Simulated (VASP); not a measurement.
# Si62B (a cell with a defect) in VASP: notebook

Runs on Si62B (a cell with a defect). Level: PBE. Tasks: single point.

All numbers are computed with VASP 6.6.1; they aren't measurements. Logs are shortened: lines on timing, memory, paths and dates and some standing lists are left out, and cuts for length are marked.

## 1. The cell of the first run

The cell holds a defect, 63 atoms: a = 10.860 Å, b = 10.860 Å, c = 10.860 Å, α = 90.00°, β = 90.00°, γ = 90.00°.

## 2. Single point, PBE, collinear spin

INCAR

```
PREC     = Accurate       # precision mode
ENCUT    = 520            # plane-wave cutoff, eV
EDIFF    = 1E-6           # SCF threshold, eV
ISMEAR   = 0              # smearing method
SIGMA    = 0.02           # smearing width, eV
LREAL    = Auto         
LASPH    = T              # aspherical terms in the spheres
NELM     = 150            # most SCF steps
ALGO     = Normal         # electronic algorithm
ISIF     = 2              # what is computed and relaxed
LWAVE    = F              # write WAVECAR
LCHARG   = F              # write CHGCAR
ISPIN    = 2              # spin polarisation
MAGMOM   = 0 0 0 0 0 0 0 0 0 0 0 0 0 0 0 0 0 0 0 0 0 0 0 0 0 0 0 0 0 0 0 0 0 0 0 0 0 0 0 0 0 0 0 0 0 0 0 0 0 0 0 0 0 0 0 0 0 0 0 0 0 0 0.06 # initial moments
LORBIT   = 11             # projections on sites
GGA      = PE             # functional
NELECT   = 249.0        
NBANDS   = 166            # bands
```

KPOINTS

```
regular mesh
0
Gamma
  1 1 1
```

POSCAR

```
Si62B
1.0
   10.8600000000      0.0000000000      0.0000000000
    0.0000000000     10.8600000000      0.0000000000
    0.0000000000      0.0000000000     10.8600000000
Si B
62 1
Direct
    0.4966634438     -0.0114177716      0.0111001842
    0.6237125230      0.1227487109      0.1257336096
    0.7504907919      0.2488692449     -0.0016935543
    0.8723290055      0.3776017495      0.1264708103
    0.7478824125     -0.0031146409      0.2509683241
    0.8734808471      0.1246998158      0.3750398711
    0.0035230203     -0.0021186004      0.0018478821
    0.1318031308      0.1180825967      0.1280137201
    0.2520586556      0.2463255985      0.0018685083
    0.3744992634      0.3751501842      0.1243079190
    0.5012102210      0.5021143646      0.0029925414
    0.6030813996      0.6468648250      0.1307020258
    0.7478444751      0.7486611418      0.0029816759
    0.8747486188      0.8754138122      0.1243048803
    0.2614953959     -0.0115953039      0.2465718232
    0.3759758748      0.1227489871      0.3735736648
    0.5011743094      0.2496827808      0.2509882136
    0.6237658379      0.3793090239      0.3735706262
    0.7405697974      0.5093168508      0.2461006446
    0.8705451197      0.6261676796      0.3735472376
    0.5011946593     -0.0030941989      0.4977474217
    0.6252580110      0.1247330571      0.6233144567
    0.7493546961      0.2520377532      0.4991546041
    0.8750540516      0.3748639963      0.6248647330
    0.7504477901      0.0013623389      0.7508865562
    0.8772266114      0.1236263352      0.8760697053
    0.0010735727      0.4994235727     -0.0016974217
    0.1271681400      0.6262320442      0.1257327808
    0.2611206262      0.7533107735      0.0109052486
    0.0014295580      0.2485271639      0.2506438306
    0.1252496317      0.3764943831      0.3750319521
    0.2531112339      0.5021035912      0.2509691529
    0.3806497238      0.6469450276      0.3528594843
    0.6029733886      0.8694792818      0.3528303867
    0.0010346225      0.0013626151      0.5002721915
    0.1262415285      0.1236624309      0.6269903315
    0.2485261510      0.2488980663      0.5002907919
    0.3766773481      0.3777418048      0.6220235727
    0.4962567219      0.5094486188      0.4902150092
    0.6237178637      0.6261949355      0.6202762431
    0.7403504604      0.7536868324      0.4901246777
    0.8720843462      0.8732340700      0.6219216390
    0.2520102210     -0.0020942910      0.7532629834
    0.3781534070      0.1182400552      0.8814182320
    0.5008523020      0.2486789134      0.7511302947
    0.6252494475      0.3765287293      0.8750555249
    0.7492885820      0.5006144567      0.7476074586
    0.8734050645      0.6246371087      0.8750261510
    0.0002121547      0.7487450276      0.2509906077
    0.1271909761      0.8738918048      0.3735790976
   -0.0021578269      0.5005802026      0.4991216390
    0.1251886740      0.6246334254      0.6232725599
    0.2530809392      0.7486762431      0.4977229282
    0.3744947514      0.8754173112      0.6245418048
    0.0006885820      0.2492275322      0.7505005525
    0.1263084715      0.3726440147      0.8760983425
    0.2485265193      0.4994473297      0.7508962247
    0.3759832413      0.6262220074      0.8770001842
    0.5011785451      0.7487415285      0.7499962247
    0.6237280847      0.8738833333      0.8770197053
    0.0011431860      0.7490360037      0.7509932781
    0.1314912523      0.8718086556      0.8812672192
    0.4876884899      0.7624916206      0.2378086556
```

Potentials or basis: VASP PAW PBE potentials, release 64 (Si, B).

Started as:

```
> cat potpaw_PBE.64/Si/POTCAR potpaw_PBE.64/B/POTCAR > POTCAR
> mpirun -np 1 vasp_gam > vasp.out
```

OUTCAR:

```text
PREC = Accurate
   ENCUT = 520
   EDIFF = 1E-6
   ISMEAR = 0
   LREAL = Auto
   LASPH = T
   NELM = 150
   ISIF = 2
   ISPIN = 2
   LORBIT = 11
   GGA = PE
   NELECT = 249.0

 ion  position               nearest neighbor table
   1  0.497  0.989  0.011-  60 2.36   2 2.36  44 2.37
   2  0.624  0.123  0.126-  17 2.35   5 2.35   1 2.36   3 2.38
   3  0.750  0.249  0.998-  26 2.35  46 2.36   4 2.38   2 2.38
   4  0.872  0.378  0.126-   3 2.38  27 2.38  30 2.40  19 2.40
   5  0.748  0.997  0.251-  14 2.35   2 2.35   6 2.37  34 2.37
   6  0.873  0.125  0.375-  23 2.36  35 2.36  30 2.36   5 2.37
   7  0.004  0.998  0.002-  14 2.34  62 2.35   8 2.35  26 2.37
   8  0.132  0.118  0.128-   9 2.35   7 2.35  15 2.37  30 2.41
   9  0.252  0.246  0.002-  10 2.34  44 2.35   8 2.35  56 2.37
  10  0.374  0.375  0.124-   9 2.34  11 2.35  32 2.35  17 2.38
  11  0.501  0.502  0.003-  10 2.35  58 2.35  46 2.37  12 2.37
  12  0.603  0.647  0.131-  63 2.12  13 2.37  11 2.37  19 2.46
  13  0.748  0.749  0.003-  14 2.35  60 2.35  48 2.37  12 2.37
  14  0.875  0.875  0.124-   7 2.34  13 2.35   5 2.35  49 2.38
  15  0.261  0.988  0.247-  50 2.36  16 2.36   8 2.37
  16  0.376  0.123  0.374-  17 2.35  21 2.35  15 2.36  37 2.38
  17  0.501  0.250  0.251-  16 2.35   2 2.35  18 2.35  10 2.38
[... 43 lines left out ...]
  61  0.001  0.749  0.751-  52 2.36  48 2.36  42 2.40  62 2.40
  62  0.131  0.872  0.881-   7 2.35  43 2.35  29 2.37  61 2.40
  63  0.488  0.762  0.238-  34 2.12  33 2.12  12 2.12

  LATTYP: Found a simple cubic cell.
 ALAT       =    10.8600000000

  Lattice vectors:

 A1 = (  10.8600000000,   0.0000000000,   0.0000000000)
 A2 = (   0.0000000000,  10.8600000000,   0.0000000000)
 A3 = (   0.0000000000,   0.0000000000,  10.8600000000)

Analysis of symmetry for initial positions (statically):
=====================================================================
 Subroutine PRICEL returns:
 Original cell was already a primitive cell.

 Routine SETGRP: Setting up the symmetry group for a
 simple cubic supercell.

 Subroutine GETGRP returns: Found  1 space group operations
 (whereof  1 operations were pure point group operations)
 out of a pool of 48 trial point group operations.

The static configuration has the point symmetry C_1 .

Analysis of symmetry for dynamics (positions and initial velocities):
=====================================================================
 Subroutine PRICEL returns:
 Original cell was already a primitive cell.

 Routine SETGRP: Setting up the symmetry group for a
 simple cubic supercell.

 Subroutine GETGRP returns: Found  1 space group operations
 (whereof  1 operations were pure point group operations)
 out of a pool of 48 trial point group operations.

The dynamic configuration has the point symmetry C_1 .

Analysis of structural, dynamic, and magnetic symmetry:
=====================================================================
 Subroutine PRICEL returns:
 Original cell was already a primitive cell.

 Routine SETGRP: Setting up the symmetry group for a
 simple cubic supercell.

 Subroutine GETGRP returns: Found  1 space group operations
 (whereof  1 operations were pure point group operations)
 out of a pool of 48 trial point group operations.

The overall configuration has the point symmetry C_1 .

 Subroutine INISYM returns: Found  1 space group operations
 (whereof  1 operations are pure point group operations),
 and found     1 'primitive' translations

----------------------------------------------------------------------------------------

                                     Primitive cell

  volume of cell :    1280.8241

  direct lattice vectors                    reciprocal lattice vectors
    10.860000000  0.000000000  0.000000000     0.092081031  0.000000000  0.000000000
     0.000000000 10.860000000  0.000000000     0.000000000  0.092081031  0.000000000
[... 188 lines left out ...]
   NFREE  =      0    steps in history (QN), initial steepest desc. (CG)
   ISIF   =      2    stress and relaxation
   ISYM   =      2    0-nonsym 1-usesym 2-fastsym
   POTIM  = 0.5000    time-step for ionic-motion
   TEBEG  =    0.0;   TEEND  =   0.0 temperature during run
   PSTRESS=    0.0 pullay stress
   NELECT =     249.0000    total number of electrons
   NUPDOWN=      -1.0000    fix difference up-down
   EMIN   =  10.00;   EMAX   =-10.00  energy-range for DOS
   EFERMI =   0.00;   METHOD = LEGACY
   ISMEAR =     0;   SIGMA  =   0.02  broadening in eV -4-tet -1-fermi 0-gaus
   EFERMI_NEDOS =   21; number of points for ismear=-14 and -15
   IALGO  =     38    algorithm
   IMIX   =      4    mixing-type and parameters
     AMIX     =   0.40;   BMIX     =  1.00
     AMIX_MAG =   1.60;   BMIX_MAG =  1.00
  volume/ion in A,a.u.               =      20.33       137.20
  Fermi-wavevector in a.u.,A,eV,Ry     =   0.948371  1.792161 12.237175  0.899407
  Thomas-Fermi vector in A             =   2.076553
   LORBIT       =     11    0 simple, 1 ext, 2 COOP (PROOUT), +10 PAW based schemes
   GGA     = PE    functional components
   LHFCALC =     F    Hartree Fock is set to
   AEXX    =    0.0000 exact exchange contribution
   IVDW    =     0    specifies the selected vdW correction
   LEPSILON=     F    determine dielectric tensor
   LRPA    =     F    only Hartree local field effects (RPA)
 spin polarized calculation
 Gauss-broadening in eV      SIGMA  =   0.02
  energy-cutoff  :      520.00
  volume of cell :     1280.82
 maximum number of plane-waves:     17229
 NGX is ok and might be reduce to    84
   NGX = 41   NGY = 41   NGZ = 41

 number of electron     248.9999996 magnetization       1.0002752

 Free energy of the ion-electron system (eV)
  ---------------------------------------------------
  ext. energy  EPLUGINS =         0.00000000
  ---------------------------------------------------
  free energy    TOTEN  =      -343.91399688 eV

  energy without entropy =     -343.91398944  energy(sigma->0) =     -343.91399316

 E-fermi :   5.3903     XC(G=0):  -9.2901

 val. band max:        5.3333811217   @ k =   0.0000   0.0000   0.0000
 cond. band min:       5.4445410727   @ k =   0.0000   0.0000   0.0000
 fundamental gap:      0.1111599510
 Fermi energy:         5.3903081517

 spin component 1

 k-point     1 :       0.0000    0.0000    0.0000
  band No.  band energies     occupation
      1      -6.2330      1.00000
      2      -5.1954      1.00000
      3      -5.1948      1.00000
      4      -5.1629      1.00000
      5      -5.1627      1.00000
      6      -5.1626      1.00000
[... 128 lines left out ...]
    135       6.8461      0.00000
    136       6.8463      0.00000
 Fermi energy:         5.3903081517

 spin component 2

 k-point     1 :       0.0000    0.0000    0.0000
  band No.  band energies     occupation
      1      -6.2181      1.00000
      2      -5.1802      1.00000
      3      -5.1796      1.00000
      4      -5.1482      1.00000
      5      -5.1462      1.00000
      6      -5.1462      1.00000
[... 128 lines left out ...]
    135       6.8543      0.00000
    136       6.8545      0.00000
 [bands above 136 left out]

------------------------ aborting loop because EDIFF is reached ----------------------------------------

  FORCE on cell =-STRESS in cart. coord.  units (eV):
  Direction    XX          YY          ZZ          XY          YZ          ZX
  --------------------------------------------------------------------------------------
  -------------------------------------------------------------------------------------
  Total      -14.7208214    -14.7677447    -14.6658786      1.7121352      1.6690185     -1.6325031
  in kB      -18.4142125    -18.4729087    -18.3454847      2.1417026      2.0877681     -2.0420911
  external PRESSURE =     -18.4108686 kB  Pullay stress =       0.0000000 kB

 VOLUME and BASIS-vectors are now :
 -----------------------------------------------------------------------------
  energy-cutoff  :      520.00
  volume of cell :     1280.82
      direct lattice vectors                 reciprocal lattice vectors
    10.860000000  0.000000000  0.000000000     0.092081031  0.000000000  0.000000000
     0.000000000 10.860000000  0.000000000     0.000000000  0.092081031  0.000000000
     0.000000000  0.000000000 10.860000000     0.000000000  0.000000000  0.092081031

 POSITION                                       TOTAL-FORCE (eV/Angst)
 -----------------------------------------------------------------------------------
      5.39376     10.73600      0.12055        -0.056764      0.246771     -0.248052
      6.77352      1.33305      1.36547         0.002471      0.015826      0.020631
      8.15033      2.70272     10.84161        -0.020631      0.015508     -0.013845
      9.47349      4.10075      1.37347        -0.015296      0.015020      0.017120
      8.12200     10.82617      2.72552        -0.020834     -0.023272      0.011246
      9.48600      1.35424      4.07293        -0.024376     -0.004495     -0.033974
[... 55 lines left out ...]
      1.42799      9.46784      9.57056        -0.111064      0.038903     -0.111013
      5.29630      8.28066      2.58260         1.095514     -1.111787      1.073844
 -----------------------------------------------------------------------------------
    total drift:                               -0.002359     -0.001817      0.000525

  FREE ENERGIE OF THE ION-ELECTRON SYSTEM (eV)
  ---------------------------------------------------
  free  energy   TOTEN  =      -343.9139968753 eV

  energy  without entropy=     -343.9139894403  energy(sigma->0) =     -343.91399316

 total charge

# of ion       s       p       d       tot
------------------------------------------
    1        0.785   0.827   0.000   1.612
    2        0.745   0.930   0.000   1.675
    3        0.745   0.927   0.000   1.673
    4        0.748   0.910   0.000   1.659
    5        0.740   0.944   0.000   1.684
    6        0.739   0.941   0.000   1.680
[... 55 lines left out ...]
   62        0.742   0.931   0.000   1.673
   63        0.672   0.951   0.000   1.623
--------------------------------------------------
tot         46.803  58.513   0.000 105.316

 magnetization (x)

# of ion       s       p       d       tot
------------------------------------------
    1        0.001   0.004   0.000   0.006
    2        0.000   0.010   0.000   0.010
    3        0.000   0.005   0.000   0.005
    4        0.000   0.004   0.000   0.004
    5        0.000   0.009   0.000   0.009
    6        0.000   0.006   0.000   0.006
[... 55 lines left out ...]
   62       -0.000  -0.000   0.000  -0.001
   63        0.020   0.057   0.000   0.077
--------------------------------------------------
tot          0.030   0.415   0.000   0.445
```

Run time: 20 min. Hardware: 1 thread of Intel Xeon 8259CL, shared host; peak memory 1.5 GiB.

Results:

```yaml
Free_energy: -343.9140 eV
Largest_force: 1.895 eV/Å
Net_moment: 1.00 μB per cell
Site_moments: Si +0.01, +0.00, -0.00 (each value once); B +0.08 μB
Valence_electrons_inside_the_program's_atomic_spheres: Si 1.61, 1.68, 1.67, 1.66, 1.69, 1.64 (each value once); B 1.62
```

Forces in eV/Å, atoms in the order of the input:
```
Si  -0.057  0.247 -0.248
Si   0.002  0.016  0.021
Si  -0.021  0.016 -0.014
Si  -0.015  0.015  0.017
Si  -0.021 -0.023  0.011
Si  -0.024 -0.004 -0.034
Si  -0.040  0.011 -0.009
Si  -0.115  0.116 -0.041
Si  -0.010  0.042 -0.009
Si   0.002  0.016  0.000
Si   0.011  0.023  0.026
Si  -0.012  0.011  0.067
Si  -0.022 -0.010  0.025
Si  -0.016 -0.003  0.000
Si  -0.249  0.248 -0.062
Si   0.021  0.016  0.003
Si  -0.005  0.012 -0.005
Si   0.000  0.005  0.000
Si   0.018 -0.017 -0.001
Si  -0.005 -0.001  0.000
Si   0.011 -0.023 -0.020
Si  -0.034 -0.006 -0.023
Si  -0.006 -0.006 -0.004
Si  -0.004  0.005 -0.003
Si  -0.020  0.014 -0.014
Si  -0.024  0.008 -0.008
Si  -0.015  0.021 -0.013
Si  -0.015 -0.003  0.020
Si  -0.246  0.053 -0.247
Si  -0.039  0.040  0.022
Si   0.004  0.025 -0.035
Si   0.024  0.022  0.012
Si   0.068  0.002 -0.004
Si   0.003 -0.070  0.002
Si  -0.014  0.015 -0.021
Si  -0.008  0.008 -0.024
Si  -0.014  0.015 -0.022
Si   0.017  0.013 -0.014
Si  -0.002 -0.020  0.021
Si   0.000  0.000 -0.005
Si   0.023  0.002  0.023
Si  -0.012 -0.018 -0.013
Si  -0.010  0.010 -0.039
Si  -0.039  0.112 -0.113
Si   0.020  0.040 -0.038
Si  -0.036  0.025  0.005
Si  -0.005  0.006  0.008
Si  -0.025  0.035  0.005
Si  -0.011  0.005 -0.005
Si  -0.017 -0.023  0.003
Si   0.007  0.006 -0.004
Si   0.005  0.034 -0.023
Si   0.023 -0.010 -0.020
Si   0.001 -0.003 -0.015
Si  -0.003  0.002 -0.002
Si  -0.010  0.023 -0.009
Si  -0.013  0.020 -0.014
Si   0.022 -0.003 -0.014
Si  -0.005  0.006 -0.009
Si   0.003 -0.024 -0.015
Si  -0.038 -0.020 -0.037
Si  -0.111  0.039 -0.111
B    1.096 -1.112  1.074
```

Caveat: the k points lie up to 0.58 Å⁻¹ apart; the cell carries a net charge on a neutralising background, which shifts energy and pressure; the cell is charged against a uniform background, so pressure and absolute levels hang on convention.

(Continued in part 2 of 2.)
